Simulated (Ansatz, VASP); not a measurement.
CuI in VASP and in Ansatz

Contents of INCAR:

```
SYSTEM = CuI
PREC = Accurate ; ENCUT = 520
EDIFF = 1E-6 ; ISMEAR = -1
SIGMA = 0.02 ; LREAL = .False.
LASPH = .True. ; NELM = 60
ALGO = Normal ; ISIF = 2
LWAVE = .False. ; LCHARG = .False.
GGA = CA ; NBANDS = 26
```

Contents of KPOINTS:

```
regular mesh
0
Gamma
  5 5 6
  0 0 0
```

The input POSCAR:

```
CuI
1.0
    3.7331675900     -3.7110863700      0.0000000000
    3.7331675900      3.7110863700      0.0000000000
    0.0000000000      0.0000000000      4.2639276933
Cu I
2 2
Direct
    0.4204388300      0.5795611700      0.7500000000
    0.5795611700      0.4204388300      0.2500000000
    0.7700426800      0.2299573200      0.7500000000
    0.2299573200      0.7700426800      0.2500000000
```

Input for Ansatz:

```yaml
crystal:
  lattice:
    - [3.73316759, -3.71108637, 0.0]
    - [3.73316759, 3.71108637, 0.0]
    - [0.0, 0.0, 4.2639276933]
  atoms:
    - { symbol: Cu, position: [0.42043883, 0.57956117, 0.75] }
    - { symbol: Cu, position: [0.57956117, 0.42043883, 0.25] }
    - { symbol: I, position: [0.77004268, 0.22995732, 0.75] }
    - { symbol: I, position: [0.22995732, 0.77004268, 0.25] }
kpoints:
  mp_grid: { grid: [5, 5, 6] }
  band_path:
    path:
      - [0.0, 0.0, 0.0]
      - [0.5, 0.5, 0.0]
      - [0.4970513089, 0.5029486911, 0.0]
      - [-0.4970513089, 0.4970513089, 0.0]
      - [0.0, 0.0, 0.0]
      - [0.0, 0.0, 0.5]
      - [-0.4970513089, 0.4970513089, 0.5]
      - [0.4970513089, 0.5029486911, 0.5]
      - [0.5, 0.5, 0.5]
    npoints: 5
scf:
  occupations: { method: fermi_dirac, width: 0.02 }
hamiltonian:
  xc: lda
  pseudopotentials: { kind: all_electron, lapw: { basis_error: 0.0005 } }
output:
  forces: true
  stress: true
  eigenvalues: true
```

Change from the starting cell: zz strain of -1 %.

Alike in both runs: task single point; functional LDA; k mesh 5 × 5 × 6; occupations fermi-dirac, width 0.02 eV; no spin polarisation.

|  | VASP | Ansatz |
| --- | --- | --- |
| version | VASP 6.6.1 | Ansatz 0.2.0 |
| potentials or method | VASP PAW LDA potentials, release 64 (Cu, I), cutoff 520 eV | all-electron LAPW, scalar-relativistic |

|  | VASP | Ansatz | Ansatz less VASP |
| --- | --- | --- | --- |
| gap on the k mesh at the Fermi level (eV) | 0.89 | 0.85 | -0.039 |
| pressure (GPa) | -2.6 | -2.5 | +0.12 |
| traceless stress, the component that is largest in VASP (GPa) | 1.25 | 1.38 | +0.129 |
| rms of the force components (eV/Å) | 0.122 | 0.128 | +0.0053 |

LDA's correlation is that of Perdew and Zunger in VASP and of Perdew and Wang (1992) in Ansatz. Atom by atom the forces differ by 0.009 eV/Å (rms over components). Ansatz ran all-electron here, and VASP with PAW potentials.

Neither program's run includes spin-orbit coupling.
